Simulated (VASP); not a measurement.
# Ba3S4 (Pm-3m) in VASP: further runs

Runs on Ba3S4. Level: PBE. Tasks: single point, relaxation of cell and atoms.

Everything below comes from runs of VASP 6.6.1. Logs are shortened: lines on timing, memory, paths and dates and some standing lists are left out, and cuts for length are marked.

## (1) The cell of the first run

It takes space group Pm-3m (No. 221, cubic). The conventional cell has a = 6.369 Å, b = 6.369 Å, c = 6.369 Å, α = 90.00°, β = 90.00°, γ = 90.00°. Ba (site symmetry 4/mmm) has 6 S at 3.18 Å within 4.2 Å. Within 4.2 Å of S (site symmetry 4/mmm) lie 4 Ba at 3.18 Å. S (site symmetry m-3m) has 6 Ba at 3.18 Å within 4.2 Å.

## (2) Single point, PBE

INCAR

```
SYSTEM = Ba3S4
PREC = Accurate
ENCUT = 520
EDIFF = 1E-6
ISMEAR = 0
SIGMA = 0.1
LREAL = .False.
LASPH = .True.
NELM = 100
ALGO = Normal
ISIF = 2
LWAVE = .False.
LCHARG = .False.
GGA = PE
NBANDS = 36
```

KPOINTS

```
Automatic mesh
0
Gamma
  6 6 6
  0 0 0
```

POSCAR

```
Ba3S4
1.0
    6.3686265104      0.0000000000      0.0000000000
    0.0000000000      6.3686265104      0.0000000000
    0.0000000000      0.0000000000      6.3686265104
Ba S
3 4
Direct
    0.5000000000      0.0000000000      0.0000000000
    0.0000000000      0.5000000000      0.0000000000
    0.0000000000      0.0000000000      0.5000000000
    0.0000000000      0.5000000000      0.5000000000
    0.5000000000      0.0000000000      0.5000000000
    0.5000000000      0.5000000000      0.0000000000
    0.0000000000      0.0000000000      0.0000000000
```

Potentials or basis: VASP PAW PBE potentials, release 64 (Ba_sv, S).

Launch:

```bash
cat potpaw_PBE.64/Ba_sv/POTCAR potpaw_PBE.64/S/POTCAR > POTCAR
mpirun -np 1 vasp_std > vasp.out
```

OUTCAR:

```text
SYSTEM = Ba3S4
   PREC = Accurate
   ENCUT = 520
   EDIFF = 1E-6
   ISMEAR = 0
   LREAL = .False.
   LASPH = .True.
   NELM = 100
   ISIF = 2
   GGA = PE

 ion  position               nearest neighbor table
   1  0.500  0.000  0.000-   5 3.18   6 3.18   7 3.18   5 3.18   6 3.18   7 3.18   3 4.50   2 4.50
                             2 4.50   2 4.50   3 4.50   3 4.50   3 4.50   2 4.50
   2  0.000  0.500  0.000-   4 3.18   6 3.18   7 3.18   4 3.18   7 3.18   6 3.18   3 4.50   1 4.50
                             3 4.50   1 4.50   3 4.50   1 4.50   3 4.50   1 4.50
   3  0.000  0.000  0.500-   4 3.18   5 3.18   7 3.18   7 3.18   4 3.18   5 3.18   2 4.50   2 4.50
                             2 4.50   1 4.50   2 4.50   1 4.50   1 4.50   1 4.50
   4  0.000  0.500  0.500-   2 3.18   3 3.18   2 3.18   3 3.18
   5  0.500  0.000  0.500-   1 3.18   3 3.18   1 3.18   3 3.18
   6  0.500  0.500  0.000-   1 3.18   2 3.18   1 3.18   2 3.18
   7  0.000  0.000  0.000-   1 3.18   2 3.18   3 3.18   3 3.18   2 3.18   1 3.18

  LATTYP: Found a simple cubic cell.
 ALAT       =     6.3686265104

  Lattice vectors:

 A1 = (   6.3686265104,   0.0000000000,   0.0000000000)
 A2 = (   0.0000000000,   6.3686265104,   0.0000000000)
 A3 = (   0.0000000000,   0.0000000000,   6.3686265104)

Analysis of symmetry for initial positions (statically):
=====================================================================
 Subroutine PRICEL returns:
 Original cell was already a primitive cell.

 Routine SETGRP: Setting up the symmetry group for a
 simple cubic supercell.

 Subroutine GETGRP returns: Found 48 space group operations
 (whereof 48 operations were pure point group operations)
 out of a pool of 48 trial point group operations.

The static configuration has the point symmetry O_h .

Analysis of symmetry for dynamics (positions and initial velocities):
=====================================================================
 Subroutine PRICEL returns:
 Original cell was already a primitive cell.

 Routine SETGRP: Setting up the symmetry group for a
 simple cubic supercell.

 Subroutine GETGRP returns: Found 48 space group operations
 (whereof 48 operations were pure point group operations)
 out of a pool of 48 trial point group operations.

The dynamic configuration has the point symmetry O_h .

[... 103 lines left out ...]
   EDIFF  = 0.1E-05   stopping-criterion for ELM
   LREAL  =      F    real-space projection
   EDIFFG = 0.1E-04   stopping-criterion for IOM
   NSW    =      0    number of steps for IOM
   IBRION =     -1    ionic relax: 0-MD 1-quasi-New 2-CG
   NFREE  =      0    steps in history (QN), initial steepest desc. (CG)
   ISIF   =      2    stress and relaxation
   ISYM   =      2    0-nonsym 1-usesym 2-fastsym
   POTIM  = 0.5000    time-step for ionic-motion
   TEBEG  =    0.0;   TEEND  =   0.0 temperature during run
   PSTRESS=    0.0 pullay stress
   NELECT =      54.0000    total number of electrons
   NUPDOWN=      -1.0000    fix difference up-down
   EMIN   =  10.00;   EMAX   =-10.00  energy-range for DOS
   EFERMI =   0.00;   METHOD = LEGACY
   ISMEAR =     0;   SIGMA  =   0.10  broadening in eV -4-tet -1-fermi 0-gaus
   EFERMI_NEDOS =   21; number of points for ismear=-14 and -15
   IALGO  =     38    algorithm
   IMIX   =      4    mixing-type and parameters
     AMIX     =   0.40;   BMIX     =  1.00
     AMIX_MAG =   1.60;   BMIX_MAG =  1.00
  volume/ion in A,a.u.               =      36.90       249.02
  Fermi-wavevector in a.u.,A,eV,Ry     =   0.971614  1.836084 12.844352  0.944033
  Thomas-Fermi vector in A             =   2.101845
   LORBIT       =      0    0 simple, 1 ext, 2 COOP (PROOUT), +10 PAW based schemes
   GGA     = PE    functional components
   LHFCALC =     F    Hartree Fock is set to
   AEXX    =    0.0000 exact exchange contribution
   IVDW    =     0    specifies the selected vdW correction
   LEPSILON=     F    determine dielectric tensor
   LRPA    =     F    only Hartree local field effects (RPA)
 non-spin polarized calculation
 Gauss-broadening in eV      SIGMA  =   0.10
  energy-cutoff  :      520.00
  volume of cell :      258.31
 maximum number of plane-waves:      6979
 NGX is ok and might be reduce to    48
   NGX = 23   NGY = 23   NGZ = 23

 number of electron      54.0000008 magnetization

 Free energy of the ion-electron system (eV)
  ---------------------------------------------------
  ext. energy  EPLUGINS =         0.00000000
  ---------------------------------------------------
  free energy    TOTEN  =       -31.71017020 eV

  energy without entropy =      -31.63363215  energy(sigma->0) =      -31.67190118

 E-fermi :   0.1829     XC(G=0):  -7.8660

 val. band max:        0.1825569452   @ k =   0.3333   0.1667   0.0000
 cond. band min:       0.1869374035   @ k =   0.5000   0.1667   0.1667
 fundamental gap:      0.0043804583
 Fermi energy:         0.1828840958

 k-point     1 :       0.0000    0.0000    0.0000
  band No.  band energies     occupation
      1     -25.7352      2.00000
      2     -25.6903      2.00000
      3     -25.6903      2.00000
      4     -11.2039      2.00000
      5     -11.2039      2.00000
      6     -11.2039      2.00000
[... 769 lines left out ...]
     35       6.3786      0.00000
     36       6.4577      0.00000

------------------------ aborting loop because EDIFF is reached ----------------------------------------

  FORCE on cell =-STRESS in cart. coord.  units (eV):
  Direction    XX          YY          ZZ          XY          YZ          ZX
  --------------------------------------------------------------------------------------
  -------------------------------------------------------------------------------------
  Total        0.7099584      0.7099584      0.7099584      0.0000000      0.0000000     -0.0000000
  in kB        4.4035827      4.4035827      4.4035827      0.0000000      0.0000000     -0.0000000
  external PRESSURE =       4.4035827 kB  Pullay stress =       0.0000000 kB

 VOLUME and BASIS-vectors are now :
 -----------------------------------------------------------------------------
  energy-cutoff  :      520.00
  volume of cell :      258.31
      direct lattice vectors                 reciprocal lattice vectors
     6.368626510  0.000000000  0.000000000     0.157019728  0.000000000  0.000000000
     0.000000000  6.368626510  0.000000000     0.000000000  0.157019728  0.000000000
     0.000000000  0.000000000  6.368626510     0.000000000  0.000000000  0.157019728

 POSITION                                       TOTAL-FORCE (eV/Angst)
 -----------------------------------------------------------------------------------
      3.18431      0.00000      0.00000         0.000000      0.000000      0.000000
      0.00000      3.18431      0.00000         0.000000      0.000000      0.000000
      0.00000      0.00000      3.18431         0.000000      0.000000      0.000000
      0.00000      3.18431      3.18431         0.000000      0.000000      0.000000
      3.18431      0.00000      3.18431         0.000000      0.000000      0.000000
      3.18431      3.18431      0.00000         0.000000      0.000000      0.000000
      0.00000      0.00000      0.00000         0.000000      0.000000      0.000000
 -----------------------------------------------------------------------------------
    total drift:                               -0.000000      0.000000      0.000000

  FREE ENERGIE OF THE ION-ELECTRON SYSTEM (eV)
  ---------------------------------------------------
  free  energy   TOTEN  =       -31.7101702001 eV

  energy  without entropy=      -31.6336321530  energy(sigma->0) =      -31.67190118
```

OSZICAR:

```text
N       E                     dE             d eps       ncg     rms          rms(c)
DAV:   1     0.377975917430E+03    0.37798E+03   -0.22526E+04  1440   0.126E+03
DAV:   2    -0.186938136948E+01   -0.37985E+03   -0.37090E+03  2204   0.238E+02
DAV:   3    -0.319880846500E+02   -0.30119E+02   -0.29660E+02  1644   0.709E+01
DAV:   4    -0.329490780434E+02   -0.96099E+00   -0.95745E+00  2272   0.122E+01
DAV:   5    -0.329677141761E+02   -0.18636E-01   -0.18631E-01  1960   0.168E+00    0.833E+00
DAV:   6    -0.317247674094E+02    0.12429E+01   -0.26385E+00  1800   0.542E+00    0.530E+00
DAV:   7    -0.316735699955E+02    0.51197E-01   -0.11150E+00  1976   0.353E+00    0.292E+00
DAV:   8    -0.316911836712E+02   -0.17614E-01   -0.24908E-01  1828   0.138E+00    0.191E+00
DAV:   9    -0.317026893911E+02   -0.11506E-01   -0.35382E-02  1752   0.106E+00    0.585E-01
DAV:  10    -0.317078744419E+02   -0.51851E-02   -0.11269E-02  1864   0.398E-01    0.250E-01
DAV:  11    -0.317090518523E+02   -0.11774E-02   -0.71182E-03  1848   0.247E-01    0.125E-01
DAV:  12    -0.317100809999E+02   -0.10291E-02   -0.13952E-03  1672   0.149E-01    0.971E-02
DAV:  13    -0.317101082954E+02   -0.27295E-04   -0.58315E-04  1904   0.763E-02    0.372E-02
DAV:  14    -0.317101629650E+02   -0.54670E-04   -0.99185E-05  1688   0.380E-02    0.197E-02
DAV:  15    -0.317101687262E+02   -0.57612E-05   -0.24303E-05  1816   0.156E-02    0.802E-03
DAV:  16    -0.317101706028E+02   -0.18767E-05   -0.10518E-05  1440   0.119E-02    0.142E-02
DAV:  17    -0.317101702001E+02    0.40277E-06   -0.32904E-06  1448   0.553E-03
   1 F= -.31710170E+02 E0= -.31671901E+02  d E =-.765380E-01
```

stdout:

```text
POSCAR found type information on POSCAR BaS
 POSCAR found :  2 types and       7 ions
 scaLAPACK will be used
 LDA part: xc-table for (Slater+PW92), standard interpolation
 POSCAR, INCAR and KPOINTS ok, starting setup
 FFT: planning ... GRIDC
 FFT: planning ... GRID_SOFT
 FFT: planning ... GRID
 WAVECAR not read
 entering main loop
```

Run time: 5.2 min. Hardware: 1 thread of Intel Xeon Platinum 8375C at 2.90GHz (Ice Lake), shared host; peak memory 0.4 GiB.

What came out:

* Free energy: -31.7102 eV
* Pressure: 0.4 GPa
* Band gap on the k mesh: zero (band 27 reaches 0.31 eV, above the bottom of band 28 at 0.15 eV)

Levels at points of the mesh, in eV from the Fermi level:
| k point | band 24 | band 25 | band 26 | band 27 | band 28 | band 29 | band 30 | band 31 |
| --- | --- | --- | --- | --- | --- | --- | --- | --- |
| (0.00, 0.00, 0.00) | -0.04 | -0.04 | 0.13 | 0.13 | 0.13 | 2.86 | 2.86 | 2.86 |
| (0.50, 0.00, 0.00) | -0.27 | -0.04 | -0.04 | -0.03 | -0.03 | 3.08 | 4.55 | 4.70 |
| (0.50, 0.50, 0.00) | -0.47 | -0.37 | -0.23 | -0.23 | 0.19 | 4.87 | 5.03 | 5.03 |
| (0.50, 0.50, 0.50) | -0.93 | -0.93 | -0.93 | 0.10 | 0.10 | 5.95 | 5.97 | 5.97 |

Caveat: spin-orbit coupling is left out, which moves the levels of the heavy elements.

## (3) Relaxation of cell and atoms, PBE

This run uses another cell than the first one, of 39.74 Å³/atom, 1.077 times its volume.

INCAR

```
PREC = Accurate
ENCUT = 600
EDIFF = 1E-6
ISMEAR = 0
SIGMA = 0.1
LREAL = F
LASPH = T
NELM = 100
ALGO = Normal
ISIF = 3
LWAVE = F
LCHARG = F
GGA = PE
IBRION = 2
NSW = 100
EDIFFG = -0.01
```

KPOINTS

```
regular mesh
0
Gamma
  6 6 6
```

Edit POSCAR of step 2 so:

```diff
@@ -2,5 +2,5 @@
 1.0
-    6.3686265104      0.0000000000      0.0000000000
-    0.0000000000      6.3686265104      0.0000000000
-    0.0000000000      0.0000000000      6.3686265104
+    6.5280000000      0.0000000000      0.0000000000
+    0.0000000000      6.5280000000      0.0000000000
+    0.0000000000      0.0000000000      6.5280000000
 Ba S
```

Potentials or basis: VASP PAW PBE potentials, release 64 (Ba_sv, S).

Launch:

```bash
cat potpaw_PBE.64/Ba_sv/POTCAR potpaw_PBE.64/S/POTCAR > POTCAR
mpirun -np 1 vasp_std > vasp.out
```

Wall time 14 min (1 thread of Intel Xeon Platinum 8375C at 2.90GHz (Ice Lake), shared host); peak memory 0.51 GiB.

Results (log left out):

| Quantity | Value |
| --- | --- |
| Free energy | -31.7175 eV |
| Relaxed volume | 37.45 Å³/atom |
| Relaxed cell | a = 6.400 Å, b = 6.400 Å, c = 6.400 Å, α = 90.00°, β = 90.00°, γ = 90.00° |
| Space group after relaxing (to 0.05 Å) | Pm-3m (No. 221) |
| Energy gained by relaxing | 12.5 meV/atom |
| Ionic steps | 2 |
| Pressure after relaxing | 0.0 GPa |
| Band gap on the k mesh | zero (band 27 reaches 0.24 eV, above the bottom of band 28 at 0.08 eV) |

The path:
```tsv
step	energy change (eV)	largest force (eV/Å)	pressure (GPa)	volume (Å³)
1	0.0000	0.0000	-1.64	278.19
2	-0.0873	0.0000	-0.01	262.12
```

Final structure:
```xyz
7
Lattice="6.3998 0.0000 0.0000 0.0000 6.3998 0.0000 0.0000 0.0000 6.3998" Properties=species:S:1:pos:R:3 pbc="T T T"
Ba    3.1999    0.0000    0.0000
Ba    0.0000    3.1999    0.0000
Ba    0.0000    0.0000    3.1999
S     0.0000    3.1999    3.1999
S     3.1999    0.0000    3.1999
S     3.1999    3.1999    0.0000
S     0.0000    0.0000    0.0000
```

Levels at points of the mesh, in eV from the Fermi level:
| k point | band 23 | band 24 | band 25 | band 26 | band 27 | band 28 | band 29 | band 30 | band 31 | band 32 |
| --- | --- | --- | --- | --- | --- | --- | --- | --- | --- | --- |
| (0.00, 0.00, 0.00) | -0.05 | -0.05 | -0.05 | 0.13 | 0.13 | 0.13 | 2.87 | 2.87 | 2.87 | 4.10 |
| (0.50, 0.00, 0.00) | -0.34 | -0.26 | -0.04 | -0.04 | -0.04 | -0.04 | 3.09 | 4.54 | 4.68 | 4.68 |
| (0.50, 0.50, 0.00) | -0.82 | -0.45 | -0.37 | -0.24 | -0.24 | 0.19 | 4.85 | 5.01 | 5.01 | 5.12 |
| (0.50, 0.50, 0.50) | -1.00 | -0.91 | -0.91 | -0.91 | 0.10 | 0.10 | 5.89 | 5.92 | 5.92 | 5.92 |

Caveat: spin-orbit coupling is left out, which moves the levels of the heavy elements.
